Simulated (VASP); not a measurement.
# ReS (Fm-3m) in VASP: settings compared

ReS is run at these levels: PBEsol, r2SCAN; tasks: single point.

Program: VASP 6.6.1. These are calculated values, not measurements. Logs are shortened: lines on timing, memory, paths and dates and some standing lists are left out, and cuts for length are marked.

## 1. The cell of the first run

The structure is cubic, space group Fm-3m (No. 225). The conventional cell has a = 4.962 Å, b = 4.962 Å, c = 4.962 Å, α = 90.00°, β = 90.00°, γ = 90.00°. Within 3.3 Å of Re (site symmetry m-3m) lie 6 S at 2.48 Å. S (site symmetry m-3m) has 6 Re at 2.48 Å within 3.3 Å.

## 2. Single point, PBEsol, collinear spin, ferromagnetic start

INCAR reads:

```
ALGO     = Normal         # electronic algorithm
EDIFF    = 1E-6           # SCF threshold, eV
ENCUT    = 520            # plane-wave cutoff, eV
GGA      = PS             # functional
ISIF     = 2              # what is computed and relaxed
ISMEAR   = 0              # smearing method
ISPIN    = 2              # spin polarisation
LASPH    = True           # aspherical terms in the spheres
LCHARG   = True           # write CHGCAR
LELF     = True           # ELF
LMAXMIX  = 4              # l up to which the mixer works
LORBIT   = 11             # projections on sites
LREAL    = False          # projectors in reciprocal space
LVHAR    = True         
LWAVE    = False          # write WAVECAR
MAGMOM   = 3.5 0          # initial moments
NBANDS   = 18             # bands
NELM     = 150            # most SCF steps
PREC     = Accurate       # precision mode
SIGMA    = 0.1            # smearing width, eV
```

KPOINTS reads:

```
k-points
0
Gamma
  14 14 14
```

POSCAR reads:

```
ReS
1.0
    0.0000000000      2.4808277014      2.4808277014
    2.4808277014      0.0000000000      2.4808277014
    2.4808277014      2.4808277014      0.0000000000
Re S
1 1
Direct
    0.0000000000      0.0000000000      0.0000000000
    0.5000000000      0.5000000000      0.5000000000
```

Potentials or basis: VASP PAW PBE potentials, release 64 (Re, S).

Command:

```
$ cat potpaw_PBE.64/Re/POTCAR potpaw_PBE.64/S/POTCAR > POTCAR
$ mpirun -np 1 vasp_std > vasp.out
```

OUTCAR:

```text
EDIFF = 1E-6
   ENCUT = 520
   GGA = PS
   ISIF = 2
   ISMEAR = 0
   ISPIN = 2
   LASPH = True
   LORBIT = 11
   LREAL = False
   NELM = 150
   PREC = Accurate

 ion  position               nearest neighbor table
   1  0.000  0.000  0.000-   2 2.48   2 2.48   2 2.48   2 2.48   2 2.48   2 2.48
   2  0.500  0.500  0.500-   1 2.48   1 2.48   1 2.48   1 2.48   1 2.48   1 2.48

  LATTYP: Found a face centered cubic cell.
 ALAT       =     4.9616554028

  Lattice vectors:

 A1 = (   0.0000000000,   2.4808277014,   2.4808277014)
 A2 = (   2.4808277014,   0.0000000000,   2.4808277014)
 A3 = (   2.4808277014,   2.4808277014,   0.0000000000)

Analysis of symmetry for initial positions (statically):
=====================================================================
 Subroutine PRICEL returns:
 Original cell was already a primitive cell.

 Routine SETGRP: Setting up the symmetry group for a
 face centered cubic supercell.

 Subroutine GETGRP returns: Found 48 space group operations
 (whereof 48 operations were pure point group operations)
 out of a pool of 48 trial point group operations.

The static configuration has the point symmetry O_h .

Analysis of symmetry for dynamics (positions and initial velocities):
=====================================================================
 Subroutine PRICEL returns:
 Original cell was already a primitive cell.

 Routine SETGRP: Setting up the symmetry group for a
 face centered cubic supercell.

 Subroutine GETGRP returns: Found 48 space group operations
 (whereof 48 operations were pure point group operations)
 out of a pool of 48 trial point group operations.

The dynamic configuration has the point symmetry O_h .

Analysis of structural, dynamic, and magnetic symmetry:
=====================================================================
 Subroutine PRICEL returns:
 Original cell was already a primitive cell.

 Routine SETGRP: Setting up the symmetry group for a
 face centered cubic supercell.

 Subroutine GETGRP returns: Found 48 space group operations
 (whereof 48 operations were pure point group operations)
 out of a pool of 48 trial point group operations.

The overall configuration has the point symmetry O_h .

 Subroutine INISYM returns: Found 48 space group operations
 (whereof 48 operations are pure point group operations),
 and found     1 'primitive' translations

----------------------------------------------------------------------------------------

                                     Primitive cell

  volume of cell :      30.5365

  direct lattice vectors                    reciprocal lattice vectors
     0.000000000  2.480827701  2.480827701    -0.201545637  0.201545637  0.201545637
     2.480827701  0.000000000  2.480827701     0.201545637 -0.201545637  0.201545637
     2.480827701  2.480827701  0.000000000     0.201545637  0.201545637 -0.201545637

  length of vectors
     3.508420181  3.508420181  3.508420181     0.349087284  0.349087284  0.349087284

  position of ions in fractional coordinates (direct lattice)
     0.000000000  0.000000000  0.000000000
     0.500000000  0.500000000  0.500000000

  ion indices of the primitive-cell ions
   primitive index   ion index
                 1           1
                 2           2

----------------------------------------------------------------------------------------

 KPOINTS: k-points

Automatic generation of k-mesh.
 Grid dimensions read from file:
 generate k-points for:   14   14   14

 Generating k-lattice:

  Cartesian coordinates                     Fractional coordinates (reciprocal lattice)
    -0.014396117  0.014396117  0.014396117     0.071428571  0.000000000  0.000000000
     0.014396117 -0.014396117  0.014396117     0.000000000  0.071428571  0.000000000
     0.014396117  0.014396117 -0.014396117     0.000000000  0.000000000  0.071428571

  Length of vectors
     0.024934806  0.024934806  0.024934806

  Shift w.r.t. Gamma in fractional coordinates (k-lattice)
     0.000000000  0.000000000  0.000000000

 Subroutine IBZKPT returns following result:
 ===========================================

 Found    104 irreducible k-points:

 Following reciprocal coordinates:
            Coordinates               Weight
  0.000000  0.000000  0.000000      1.000000
  0.071429  0.000000  0.000000      8.000000
  0.142857  0.000000  0.000000      8.000000
  0.214286  0.000000  0.000000      8.000000
  0.285714  0.000000  0.000000      8.000000
  0.357143  0.000000  0.000000      8.000000
[... 16 lines left out ...]
  0.214286  0.142857  0.000000     24.000000
  0.285714  0.142857  0.000000     24.000000
 [... further k-points ...]
   k-points           NKPTS =    104   k-points in BZ     NKDIM =    104   number of bands    NBANDS=     18
   number of dos      NEDOS =    301   number of ions     NIONS =      2
   total plane-waves  NPLWV =  21952
   dimension x,y,z NGX =    28 NGY =   28 NGZ =   28
   dimension x,y,z NGXF=    56 NGYF=   56 NGZF=   56
   ions per type =               1   1
   NGX,Y,Z   is equivalent  to a cutoff of  13.27, 13.27, 13.27 a.u.
   NGXF,Y,Z  is equivalent  to a cutoff of  26.54, 26.54, 26.54 a.u.
 SYSTEM =  unknown system
   PREC   = accura    normal or accurate (medium, high low for compatibility)
   ISTART =      0    job   : 0-new  1-cont  2-samecut
   ICHARG =      2    charge: 1-file 2-atom 10-const
   ISPIN  =      2    spin polarized calculation?
   LNONCOLLINEAR =      F non collinear calculations
   LSORBIT =      F    spin-orbit coupling
   LASPH  =      T    aspherical Exc in radial PAW
   ENCUT  =  520.0 eV  38.22 Ry    6.18 a.u.   6.52  6.52  6.52*2*pi/ulx,y,z
   NELM   =    150;   NELMIN=  2; NELMDL= -5     # of ELM steps
   EDIFF  = 0.1E-05   stopping-criterion for ELM
   LREAL  =      F    real-space projection
   EDIFFG = 0.1E-04   stopping-criterion for IOM
   NSW    =      0    number of steps for IOM
   IBRION =     -1    ionic relax: 0-MD 1-quasi-New 2-CG
   NFREE  =      0    steps in history (QN), initial steepest desc. (CG)
   ISIF   =      2    stress and relaxation
   ISYM   =      2    0-nonsym 1-usesym 2-fastsym
   POTIM  = 0.5000    time-step for ionic-motion
   TEBEG  =    0.0;   TEEND  =   0.0 temperature during run
   PSTRESS=    0.0 pullay stress
   NELECT =      13.0000    total number of electrons
   NUPDOWN=      -1.0000    fix difference up-down
   EMIN   =  10.00;   EMAX   =-10.00  energy-range for DOS
   EFERMI =   0.00;   METHOD = LEGACY
   ISMEAR =     0;   SIGMA  =   0.10  broadening in eV -4-tet -1-fermi 0-gaus
   EFERMI_NEDOS =   21; number of points for ismear=-14 and -15
   IALGO  =     38    algorithm
   IMIX   =      4    mixing-type and parameters
     AMIX     =   0.40;   BMIX     =  1.00
     AMIX_MAG =   1.60;   BMIX_MAG =  1.00
  volume/ion in A,a.u.               =      15.27       103.04
  Fermi-wavevector in a.u.,A,eV,Ry     =   1.231542  2.327278 20.635909  1.516697
  Thomas-Fermi vector in A             =   2.366348
   LORBIT       =     11    0 simple, 1 ext, 2 COOP (PROOUT), +10 PAW based schemes
   GGA     = PS    functional components
   LHFCALC =     F    Hartree Fock is set to
   AEXX    =    0.0000 exact exchange contribution
   IVDW    =     0    specifies the selected vdW correction
   LEPSILON=     F    determine dielectric tensor
   LRPA    =     F    only Hartree local field effects (RPA)
 spin polarized calculation
 Gauss-broadening in eV      SIGMA  =   0.10
  energy-cutoff  :      520.00
  volume of cell :       30.54
 maximum number of plane-waves:       869
 NGX is ok and might be reduce to    28
   NGX = 13   NGY = 13   NGZ = 13

 number of electron      13.0000001 magnetization       0.8042022

 Free energy of the ion-electron system (eV)
  ---------------------------------------------------
  ext. energy  EPLUGINS =         0.00000000
  ---------------------------------------------------
  free energy    TOTEN  =       -15.86259208 eV

  energy without entropy =      -15.84779677  energy(sigma->0) =      -15.85519443

 E-fermi :   8.6300     XC(G=0): -12.4226

 val. band max:        8.6177331203   @ k =  -0.3571   0.3571   0.1429
 cond. band min:       8.6343762034   @ k =   0.4286   0.2857   0.1429
 fundamental gap:      0.0166430831
 Fermi energy:         8.6300376932

 spin component 1

 k-point     1 :       0.0000    0.0000    0.0000
  band No.  band energies     occupation
      1      -8.1568      1.00000
      2       5.6527      1.00000
      3       5.6527      1.00000
      4       5.6527      1.00000
      5       5.6977      1.00000
      6       5.6977      1.00000
[... 10 lines left out ...]
     17      25.1257      0.00000
     18      26.5327      0.00000
[... 463 lines left out ...]
 k-point    24 :       0.2857    0.1429    0.0000
  band No.  band energies     occupation
      1      -7.1779      1.00000
      2       1.4071      1.00000
      3       3.1436      1.00000
      4       3.4966      1.00000
      5       5.7033      1.00000
      6       7.0535      1.00000
[... 10 lines left out ...]
     17      27.0227      0.00000
     18      29.3620      0.00000

 [... further k-points ...]

 spin component 2

 k-point     1 :       0.0000    0.0000    0.0000
  band No.  band energies     occupation
      1      -8.0723      1.00000
      2       5.6986      1.00000
      3       5.6986      1.00000
      4       5.6986      1.00000
      5       6.1503      1.00000
      6       6.1503      1.00000
[... 10 lines left out ...]
     17      25.4684      0.00000
     18      26.6816      0.00000
[... 463 lines left out ...]
 k-point    24 :       0.2857    0.1429    0.0000
  band No.  band energies     occupation
      1      -7.1068      1.00000
      2       1.5673      1.00000
      3       3.3277      1.00000
      4       3.6705      1.00000
      5       6.1023      1.00000
      6       7.4671      1.00000
[... 10 lines left out ...]
     17      27.2373      0.00000
     18      29.2956      0.00000

 [... further k-points ...]

------------------------ aborting loop because EDIFF is reached ----------------------------------------

  FORCE on cell =-STRESS in cart. coord.  units (eV):
  Direction    XX          YY          ZZ          XY          YZ          ZX
  --------------------------------------------------------------------------------------
  -------------------------------------------------------------------------------------
  Total       -1.7069078     -1.7069078     -1.7069078      0.0000000      0.0000000     -0.0000000
  in kB      -89.5572705    -89.5572705    -89.5572705      0.0000000      0.0000000     -0.0000000
  external PRESSURE =     -89.5572705 kB  Pullay stress =       0.0000000 kB

 VOLUME and BASIS-vectors are now :
 -----------------------------------------------------------------------------
  energy-cutoff  :      520.00
  volume of cell :       30.54
      direct lattice vectors                 reciprocal lattice vectors
     0.000000000  2.480827701  2.480827701    -0.201545637  0.201545637  0.201545637
     2.480827701  0.000000000  2.480827701     0.201545637 -0.201545637  0.201545637
     2.480827701  2.480827701  0.000000000     0.201545637  0.201545637 -0.201545637

 POSITION                                       TOTAL-FORCE (eV/Angst)
 -----------------------------------------------------------------------------------
      0.00000      0.00000      0.00000         0.000000     -0.000000     -0.000000
      2.48083      2.48083      2.48083        -0.000000      0.000000      0.000000
 -----------------------------------------------------------------------------------
    total drift:                                0.000000      0.000000      0.000000

  FREE ENERGIE OF THE ION-ELECTRON SYSTEM (eV)
  ---------------------------------------------------
  free  energy   TOTEN  =       -15.8625920792 eV

  energy  without entropy=      -15.8477967743  energy(sigma->0) =      -15.85519443

 total charge

# of ion       s       p       d       tot
------------------------------------------
    1        0.466   0.384   4.961   5.811
    2        1.301   2.316   0.000   3.617
--------------------------------------------------
tot          1.767   2.700   4.961   9.428

 magnetization (x)

# of ion       s       p       d       tot
------------------------------------------
    1        0.047   0.004   0.700   0.751
    2        0.003   0.003   0.000   0.006
--------------------------------------------------
tot          0.050   0.007   0.700   0.758
```

Run time: 2.4 min. Hardware: 1 thread of Intel Xeon Platinum 8259CL at 2.50GHz (Skylake/Cascade Lake), shared host; peak memory 0.24 GiB.

What came out:

```yaml
Free_energy: -15.8626 eV
Pressure: -9.0 GPa
Net_moment: 0.80 μB per cell
Site_moments: Re +0.75; S +0.01 μB
Valence_electrons_inside_the_program's_atomic_spheres: Re 5.81; S 3.62
```

Caveat: the PAW data sets were made with another functional, which shifts forces and pressure a little; spin-orbit coupling is left out, which moves the levels of the heavy elements.

## 3. Single point, r2SCAN

This run uses another cell than the first one, of 14.40 Å³/atom, 0.943 times its volume.

POSCAR reads:

```
ReS
1.0
    0.0000000000      2.4331075965      2.4331075965
    2.4331075965      0.0000000000      2.4331075965
    2.4331075965      2.4331075965      0.0000000000
Re S
1 1
Direct
    0.0000000000      0.0000000000      0.0000000000
    0.5000000000      0.5000000000      0.5000000000
```

INCAR.step1 reads:

```
  PREC = Accurate
  ENCUT = 520
  ISMEAR = 0
  SIGMA = 0.1
  LREAL = F
  LASPH = T
  NELM = 60
  NBANDS = 14
  GGA = PE
  ALGO = Normal
  EDIFF = 1E-4
  LWAVE = T
  LCHARG = F
```

INCAR.step2 reads:

```
  PREC = Accurate
  ENCUT = 520
  EDIFF = 1E-6
  ISMEAR = 0
  SIGMA = 0.1
  LREAL = F
  LASPH = T
  NELM = 60
  ALGO = Normal
  ISIF = 2
  LWAVE = F
  LCHARG = F
  METAGGA = R2SCAN
  LMIXTAU = T
  NBANDS = 14
  ISTART = 1
```

KPOINTS reads:

```
Automatic mesh
0
Gamma
  14 14 14
```

Potentials or basis: VASP PAW PBE potentials, release 64 (Re, S).

Command:

```
$ cat potpaw_PBE.64/Re/POTCAR potpaw_PBE.64/S/POTCAR > POTCAR
$ cp INCAR.step1 INCAR
$ mpirun -np 1 vasp_std > vasp.out
$ cp INCAR.step2 INCAR
$ mpirun -np 1 vasp_std > vasp.out
```

Wall time 2.2 min (1 thread of AMD EPYC 9R45 (Zen 5), shared host); peak memory 0.17 GiB.

It converged, with:

```
Free energy : -58.4036 eV
Pressure    : 6.9 GPa
```

Levels at points of the mesh, in eV from the Fermi level:
```tsv
k point	band 4	band 5	band 6	band 7	band 8	band 9
(0.00, 0.00, 0.00)	-3.34	-3.14	-3.14	-3.14	-2.67	-2.67
(0.50, 0.00, 0.00)	-7.36	-0.35	-0.35	0.31	2.76	5.82
(0.50, 0.50, 0.00)	-4.99	-4.99	-1.47	0.47	0.47	0.57
```

Caveat: the PAW data sets were made with another functional, which shifts forces and pressure a little; spin-orbit coupling is left out, which moves the levels of the heavy elements.
